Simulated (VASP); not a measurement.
Cu12NO: single point with PBE

The system is Cu12NO, a slab with vacuum.

```
CELL_PARAMETERS angstrom
5.11238 0.00000 0.00000
0.00000 5.11238 0.00000
0.00000 0.00000 16.00000
ATOMIC_POSITIONS crystal
Cu 0.00000 0.00000 0.12500
Cu 0.00000 0.50000 0.12500
Cu 0.50000 0.00000 0.12500
Cu 0.50000 0.50000 0.12500
Cu 0.25000 0.25000 0.23797
Cu 0.25000 0.75000 0.23797
Cu 0.75000 0.25000 0.23797
Cu 0.75000 0.75000 0.23797
Cu 0.00000 0.00000 0.35094
Cu 0.00000 0.50000 0.35094
Cu 0.50000 0.00000 0.35094
Cu 0.50000 0.50000 0.35094
N 0.00000 0.00000 0.46344
O 0.00000 0.00000 0.53594
```

| Item | Value |
| --- | --- |
| Program | VASP 6.6.1 |
| Task | single point |
| Functional | PBE |
| Potentials or basis | VASP PAW PBE potentials, release 64 (Cu, N, O) |
| Cutoff | 520 eV |
| k mesh | 1 × 1 × 1 |
| Occupations | fermi-dirac, width 0.1 eV |
| Spin | collinear spin, ferromagnetic start |
| Starting moments | [0.0, 0.0, 0.0, 0.0, 0.0, 0.0, 0.0, 0.0, 0.0, 0.0, 0.0, 0.0, 1.0, 0.0] μB |

```yaml
Largest_force: 2.632 eV/Å
Band_gap_on_the_k_mesh: 0.07 eV
Net_moment: 0.00 μB per cell
Valence_electrons_inside_the_program's_atomic_spheres: Cu 9.89, 9.99, 10.05, 9.88; N 3.73; O 5.09
```

Forces on the atoms (eV/Å):
```
Cu   0.000  0.000 -0.445
Cu   0.000  0.000 -0.197
Cu   0.000  0.000 -0.197
Cu   0.000  0.000  0.110
Cu  -0.007 -0.007  0.073
Cu  -0.007  0.007  0.073
Cu   0.007 -0.007  0.073
Cu   0.007  0.007  0.073
Cu   0.000  0.000  0.938
Cu   0.000  0.000  0.026
Cu   0.000  0.000  0.026
Cu   0.000  0.000  0.115
N    0.000  0.000 -2.632
O    0.000  0.000  1.963
```

Levels at points of the mesh, in eV from the valence-band top:
Spin up:
```csv
k point,band 69,band 70,band 71,band 72,band 73,band 74,band 75,band 76
"(0.00, 0.00, 0.00)",-0.27,-0.23,-0.02,0.00,0.07,0.07,1.41,1.41
```
Spin down:
| k point | band 68 | band 69 | band 70 | band 71 | band 72 | band 73 | band 74 | band 75 | band 76 | band 77 |
| --- | --- | --- | --- | --- | --- | --- | --- | --- | --- | --- |
| (0.00, 0.00, 0.00) | -0.27 | -0.27 | -0.23 | -0.02 | 0.00 | 0.07 | 0.07 | 1.41 | 1.41 | 1.63 |

Run time: 3.2 min on 1 thread of AMD EPYC 7R13 Processor (Zen 3), on a shared host, peak memory 0.58 GiB.

Caveat: the k points lie up to 1.23 Å⁻¹ apart; the standard files for N, O and F lose accuracy on very short bonds.
